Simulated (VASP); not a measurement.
Runs of VASP 6.6.1 on Mo. The structure is that of space group Fm-3m (No. 225), or close to it. The cells are those of the table. 

```csv
task,cell,k mesh,cutoff (eV),gap on the mesh (eV),pressure (GPa)
single point,"a = 2.940 Å, angles 60.0°, 1 atom",15 × 15 × 15,520,none,(a)
single point,"a = 2.753 Å, angles 60.0°, 1 atom",15 × 15 × 15,520,none,24.5
single point,"a = 2.712 Å, angles 60.0°, 1 atom",15 × 15 × 15,520,none,40.4
relaxation of cell and atoms,"relaxed from a = 2.804 Å, angles 60.0°, 1 atom",14 × 14 × 14,600,none,0.0
single point,"a = 2.831 Å, angles 60.0°, 1 atom",22 × 22 × 22,520,none,0.5
single point,"a = 2.792 Å, angles 60.0°, 1 atom",15 × 15 × 15,520,none,(c)
single point,"a = 2.831 Å, angles 60.0°, 1 atom",7 × 7 × 7,500,none,-0.2
single point,"a = 2.831 Å, angles 60.0°, 1 atom",14 × 14 × 14,520,none,(b)
single point,"a = 2.831 Å, angles 60.0°, 1 atom",15 × 15 × 15,520,none,0.8
single point,"a = 2.904 Å, angles 60.0°, 1 atom",15 × 15 × 15,520,none,-15.1
single point,"a = 2.868 Å, angles 60.0°, 1 atom",15 × 15 × 15,520,none,-8.0
```

Alike in all rows: level PBE; potentials or basis VASP PAW PBE potentials, release 64 (Mo_sv); no spin polarisation; smearing fermi-dirac 0.1 eV.

Estimate the missing entries.

(a) -20.9; (b) 0.4; (c) 11.5.

Caveats: some runs use coarse meshes.

A k mesh can miss the band edges, and the runs leave out spin-orbit coupling on Mo.

A gap of «none» marks levels without a gap at the run's occupations.
